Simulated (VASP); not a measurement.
# Bi3S: single point with PBE

Crystal: Bi3S.

```
Bi S
1.0
     3.71255    0.00000    0.00000
     0.00000    3.71255    0.00000
     0.00000    0.00000    7.96668
Bi S
3 1
Direct
  0.00000 0.00000 0.71632
  0.00000 0.00000 0.28368
  0.50000 0.50000 0.00000
  0.50000 0.50000 0.50000
```

The cell was built from a structure type or drawn by symmetry, and may not be a known phase.

```
Program             : VASP 6.6.1
Task                : single point
Functional          : PBE
Potentials or basis : VASP PAW PBE potentials, release 64 (Bi_d, S)
Cutoff              : 520 eV
k mesh              : 12 × 12 × 6
Occupations         : gaussian, width 0.1 eV
Spin                : no spin polarisation
```

- Pressure: -0.1 GPa
- Band gap on the k mesh: zero (an odd number of electrons rules out a gap without spin polarisation)

Levels at points of the mesh, in eV from the Fermi level:
```csv
k point,band 23,band 24,band 25,band 26,band 27,band 28
"(0.00, 0.00, 0.00)",-1.20,-1.12,0.50,0.50,1.41,1.41
"(0.50, 0.00, 0.00)",-1.64,-1.64,-0.97,0.78,1.51,2.26
"(0.50, 0.50, 0.00)",-2.95,-2.95,-2.53,-2.53,-2.28,0.16
"(0.00, 0.00, 0.50)",-2.47,-0.17,-0.17,1.93,2.30,2.80
"(0.50, 0.00, 0.50)",-3.72,-1.64,1.03,1.18,1.63,1.90
"(0.50, 0.50, 0.50)",-4.24,-2.65,-1.38,-0.70,-0.01,-0.01
```

Run time: 3.9 min on 1 thread of Intel(R) Xeon(R) Platinum 8488C (Sapphire Rapids), with other jobs on the host, peak memory 0.43 GiB.

Caveat: spin-orbit coupling is left out, which moves the levels of the heavy elements.
